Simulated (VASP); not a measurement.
# MnF2 (Fm-3m) in VASP: notebook, part 2 of 2

VASP 6.6.1. The steps go on from the part before.

### 4 Relaxation of cell and atoms, PBE, collinear spin, ferromagnetic start

Input file INCAR:

```
PREC = Accurate
ENCUT = 600
EDIFF = 1E-6
ISMEAR = 0
SIGMA = 0.02
LREAL = False
LASPH = True
NELM = 150
ALGO = Normal
ISIF = 3
LWAVE = False
LCHARG = False
ISPIN = 2
MAGMOM = 4.8 0 0
LORBIT = 11
LMAXMIX = 4
GGA = PE
IBRION = 2
NSW = 100
EDIFFG = -0.01
```

Input file KPOINTS:

```
regular mesh
0
Gamma
  10 10 10
```

Input file POSCAR:

```
MnF2
1.0
    0.0000000000      2.6244578900      2.6244578900
    2.6244578900      0.0000000000      2.6244578900
    2.6244578900      2.6244578900      0.0000000000
Mn F
1 2
Direct
    0.0000000000      0.0000000000      0.0000000000
    0.2500000000      0.2500000000      0.2500000000
    0.7500000000      0.7500000000      0.7500000000
```

Potentials or basis: VASP PAW PBE potentials, release 64 (Mn_pv, F).

Started as:

```console
$ cat potpaw_PBE.64/Mn_pv/POTCAR potpaw_PBE.64/F/POTCAR > POTCAR
$ mpirun -np 1 vasp_std > vasp.out
```

OUTCAR:

```text
PREC = Accurate
   ENCUT = 600
   EDIFF = 1E-6
   ISMEAR = 0
   LREAL = False
   LASPH = True
   NELM = 150
   ISIF = 3
   ISPIN = 2
   LORBIT = 11
   GGA = PE
   IBRION = 2
   NSW = 100
   EDIFFG = -0.01

 ion  position               nearest neighbor table
   1  0.000  0.000  0.000-   3 2.27   3 2.27   3 2.27   2 2.27   2 2.27   2 2.27   3 2.27   2 2.27

   2  0.250  0.250  0.250-   1 2.27   1 2.27   1 2.27   1 2.27
   3  0.750  0.750  0.750-   1 2.27   1 2.27   1 2.27   1 2.27

  LATTYP: Found a face centered cubic cell.
 ALAT       =     5.2489157800

  Lattice vectors:

 A1 = (   0.0000000000,   2.6244578900,   2.6244578900)
 A2 = (   2.6244578900,   0.0000000000,   2.6244578900)
 A3 = (   2.6244578900,   2.6244578900,   0.0000000000)

Analysis of symmetry for initial positions (statically):
=====================================================================
 Subroutine PRICEL returns:
 Original cell was already a primitive cell.

 Routine SETGRP: Setting up the symmetry group for a
 face centered cubic supercell.

 Subroutine GETGRP returns: Found 48 space group operations
 (whereof 48 operations were pure point group operations)
 out of a pool of 48 trial point group operations.

The static configuration has the point symmetry O_h .

Analysis of symmetry for dynamics (positions and initial velocities):
=====================================================================
 Subroutine PRICEL returns:
 Original cell was already a primitive cell.

 Routine SETGRP: Setting up the symmetry group for a
 face centered cubic supercell.

 Subroutine GETGRP returns: Found 48 space group operations
 (whereof 48 operations were pure point group operations)
 out of a pool of 48 trial point group operations.

The dynamic configuration has the point symmetry O_h .

Analysis of structural, dynamic, and magnetic symmetry:
=====================================================================
 Subroutine PRICEL returns:
 Original cell was already a primitive cell.

 Routine SETGRP: Setting up the symmetry group for a
 face centered cubic supercell.

 Subroutine GETGRP returns: Found 48 space group operations
 (whereof 48 operations were pure point group operations)
 out of a pool of 48 trial point group operations.

The overall configuration has the point symmetry O_h .

 Subroutine INISYM returns: Found 48 space group operations
 (whereof 48 operations are pure point group operations),
 and found     1 'primitive' translations

----------------------------------------------------------------------------------------

                                     Primitive cell

  volume of cell :      36.1534

  direct lattice vectors                    reciprocal lattice vectors
[... 145 lines left out ...]
  --------------------------------------------------------------------------------------
  -------------------------------------------------------------------------------------
  Total       -0.2458491     -0.2458491     -0.2458491     -0.0000000     -0.0000000      0.0000000
  in kB      -10.8950779    -10.8950779    -10.8950779     -0.0000000     -0.0000000      0.0000000
  external PRESSURE =     -10.8950779 kB  Pullay stress =       0.0000000 kB

 VOLUME and BASIS-vectors are now :
 -----------------------------------------------------------------------------
  energy-cutoff  :      600.00
  volume of cell :       36.15
      direct lattice vectors                 reciprocal lattice vectors
     0.000000000  2.624457890  2.624457890    -0.190515535  0.190515535  0.190515535
     2.624457890  0.000000000  2.624457890     0.190515535 -0.190515535  0.190515535
     2.624457890  2.624457890  0.000000000     0.190515535  0.190515535 -0.190515535

 POSITION                                       TOTAL-FORCE (eV/Angst)
 -----------------------------------------------------------------------------------
      0.00000      0.00000      0.00000         0.000000      0.000000      0.000000
      1.31223      1.31223      1.31223        -0.000000     -0.000000      0.000000
      3.93669      3.93669      3.93669         0.000000      0.000000     -0.000000
 -----------------------------------------------------------------------------------
    total drift:                                0.000000     -0.000000      0.000000

  FREE ENERGIE OF THE ION-ELECTRON SYSTEM (eV)
  ---------------------------------------------------
  free  energy   TOTEN  =       -19.4968209730 eV

  energy  without entropy=      -19.4968209730  energy(sigma->0) =      -19.49682097

--------------------------------------- Ionic step        2  -------------------------------------------

 number of electron      27.0000022 magnetization       5.0000002

 Free energy of the ion-electron system (eV)
  ---------------------------------------------------
  ext. energy  EPLUGINS =         0.00000000
  ---------------------------------------------------
  free energy    TOTEN  =       -19.49812207 eV

  energy without entropy =      -19.49812207  energy(sigma->0) =      -19.49812207

 E-fermi :   3.4501     XC(G=0): -10.3658

 val. band max:        3.2765143979   @ k =   0.0000   0.0000   0.0000
 cond. band min:       5.2223636162   @ k =   0.0000   0.0000   0.0000
 fundamental gap:      1.9458492183
 Fermi energy:         3.4500791614

 spin component 1

 k-point     1 :       0.0000    0.0000    0.0000
  band No.  band energies     occupation
      1     -46.1141      1.00000
      2     -46.1141      1.00000
      3     -46.1141      1.00000
      4     -20.4690      1.00000
      5     -19.1631      1.00000
      6      -2.8444      1.00000
[... 517 lines left out ...]
     18      11.9896      0.00000
     19      15.0556      0.00000

 [... further k-points ...]

 spin component 2

 k-point     1 :       0.0000    0.0000    0.0000
  band No.  band energies     occupation
      1     -41.1132      1.00000
      2     -41.1132      1.00000
      3     -41.1132      1.00000
      4     -20.2891      1.00000
      5     -19.0014      1.00000
      6      -2.2348      1.00000
[... 517 lines left out ...]
     18      13.5016      0.00000
     19      16.0958      0.00000

 [... further k-points ...]

------------------------ aborting loop because EDIFF is reached ----------------------------------------

  FORCE on cell =-STRESS in cart. coord.  units (eV):
  Direction    XX          YY          ZZ          XY          YZ          ZX
  --------------------------------------------------------------------------------------
  -------------------------------------------------------------------------------------
  Total        0.0141245      0.0141245      0.0141245     -0.0000000      0.0000000      0.0000000
  in kB        0.6334267      0.6334267      0.6334267     -0.0000000      0.0000000      0.0000000
  external PRESSURE =       0.6334267 kB  Pullay stress =       0.0000000 kB

 VOLUME and BASIS-vectors are now :
 -----------------------------------------------------------------------------
  energy-cutoff  :      600.00
  volume of cell :       35.73
      direct lattice vectors                 reciprocal lattice vectors
     0.000000000  2.614082173  2.614082173    -0.191271723  0.191271723  0.191271723
     2.614082173  0.000000000  2.614082173     0.191271723 -0.191271723  0.191271723
     2.614082173  2.614082173 -0.000000000     0.191271723  0.191271723 -0.191271723

 POSITION                                       TOTAL-FORCE (eV/Angst)
 -----------------------------------------------------------------------------------
      0.00000      2.61408      2.61408         0.000000     -0.000000     -0.000000
      1.30704      1.30704      1.30704         0.000000      0.000000      0.000000
      3.92112      3.92112      3.92112        -0.000000     -0.000000     -0.000000
 -----------------------------------------------------------------------------------
    total drift:                                0.000000      0.000000      0.000000

  FREE ENERGIE OF THE ION-ELECTRON SYSTEM (eV)
  ---------------------------------------------------
  free  energy   TOTEN  =       -19.4981220712 eV

  energy  without entropy=      -19.4981220712  energy(sigma->0) =      -19.49812207

 reached required accuracy - stopping structural energy minimisation

 total charge

# of ion       s       p       d       tot
------------------------------------------
    1        0.139   6.112   4.912  11.163
    2        1.733   4.361   0.000   6.094
    3        1.733   4.361   0.000   6.094
--------------------------------------------------
tot          3.604  14.834   4.912  23.351

 magnetization (x)

# of ion       s       p       d       tot
------------------------------------------
    1        0.020   0.018   4.573   4.611
    2        0.007   0.075   0.000   0.082
    3        0.007   0.075   0.000   0.082
--------------------------------------------------
tot          0.035   0.168   4.573   4.776
```

OSZICAR:

```text
N       E                     dE             d eps       ncg     rms          rms(c)
DAV:   1     0.307692877789E+03    0.30769E+03   -0.17154E+04  3572   0.176E+03
DAV:   2     0.103912710581E+00   -0.30759E+03   -0.29203E+03  3980   0.462E+02
DAV:   3    -0.213085709163E+02   -0.21412E+02   -0.21252E+02  3874   0.132E+02
DAV:   4    -0.215781177966E+02   -0.26955E+00   -0.26938E+00  3851   0.159E+01
[... 15 lines left out ...]
DAV:   3    -0.194987879340E+02    0.94861E-03   -0.13048E-02  3707   0.134E+00    0.445E-01
DAV:   4    -0.194983253967E+02    0.46254E-03   -0.49968E-04  3641   0.205E-01    0.249E-01
DAV:   5    -0.194981152145E+02    0.21018E-03   -0.14480E-04  3608   0.147E-01    0.814E-02
DAV:   6    -0.194981214677E+02   -0.62532E-05   -0.17263E-05  4022   0.596E-02    0.860E-03
DAV:   7    -0.194981220712E+02   -0.60349E-06   -0.30368E-06  3555   0.154E-02
   2 F= -.19498122E+02 E0= -.19498122E+02  d E =-.130110E-02  mag=     5.0000
```

CONTCAR:

```text
MnF2
   1.00000000000000
     0.0000000000000000    2.6140821727492685    2.6140821727492685
     2.6140821727492685    0.0000000000000000    2.6140821727492685
     2.6140821727492685    2.6140821727492685   -0.0000000000000000
  Mn              F
     1     2
Direct
     1.0000000000000000    0.0000000000000000    0.0000000000000000
     0.2500000000000000    0.2500000000000000    0.2500000000000000
     0.7500000000000000    0.7500000000000000    0.7500000000000000

  0.00000000E+00  0.00000000E+00  0.00000000E+00
  0.00000000E+00  0.00000000E+00  0.00000000E+00
  0.00000000E+00  0.00000000E+00  0.00000000E+00
```

Wall time 1.7 min (1 thread of AMD EPYC 9R14 (Zen 4), shared host); peak memory 0.19 GiB.

What came out:

```
Free energy                                           : -19.4981 eV
Relaxed volume                                        : 11.91 Å³/atom
Relaxed cell                                          : a = 3.697 Å, b = 3.697 Å, c = 3.697 Å, α = 60.00°, β = 60.00°, γ = 60.00°
Space group after relaxing (to 0.1 Å)                 : Fm-3m (No. 225)
Energy gained by relaxing                             : 0.4 meV/atom
Ionic steps                                           : 2
Pressure after relaxing                               : 0.1 GPa
Band gap on the k mesh                                : 1.95 eV
Net moment                                            : 5.00 μB per cell
Site moments                                          : Mn +4.61; F +0.08 μB
Valence electrons inside the program's atomic spheres : Mn 11.16; F 6.09
```

Step by step:
| step | energy change (eV) | largest force (eV/Å) | pressure (GPa) | volume (Å³) |
| --- | --- | --- | --- | --- |
| 1 | 0.0000 | 0.0000 | -1.09 | 36.15 |
| 2 | -0.0013 | 0.0000 | 0.06 | 35.73 |

Final structure:
```yaml
crystal:
  lattice:
    - [0.00000, 2.61408, 2.61408]
    - [2.61408, 0.00000, 2.61408]
    - [2.61408, 2.61408, 0.00000]
  atoms:
    - { symbol: Mn, position: [0.00000, 0.00000, 0.00000] }
    - { symbol: F, position: [0.25000, 0.25000, 0.25000] }
    - { symbol: F, position: [0.75000, 0.75000, 0.75000] }
```

Caveat: a cell with one magnetic atom can't hold antiferromagnetic order, which such compounds often take. A k mesh can miss the band edges.

### 5 The runs side by side

```csv
task,cell,k mesh,cutoff (eV),smearing,gap on the mesh (eV),pressure (GPa),moment (μB)
single point,"a = 3.712 Å, angles 60.0°, 3 atoms",6 × 6 × 6,520,gaussian 0.1 eV,1.95,-0.9,5.00
single point,"a = 3.702 Å, angles 60.0°, 3 atoms",10 × 10 × 10,520,gaussian 0.02 eV,1.95,-0.2,5.00
relaxation of cell and atoms,"relaxed from a = 3.712 Å, angles 60.0°, 3 atoms",10 × 10 × 10,600,gaussian 0.02 eV,1.95,0.1,5.00
```

Alike in all rows: level PBE; potentials or basis VASP PAW PBE potentials, release 64 (Mn_pv, F); spin collinear, ferromagnetic start.

Caveats: a cell with one magnetic atom can't hold antiferromagnetic order, which such compounds often take.

Absolute energies hang on the potentials; compare differences alone.
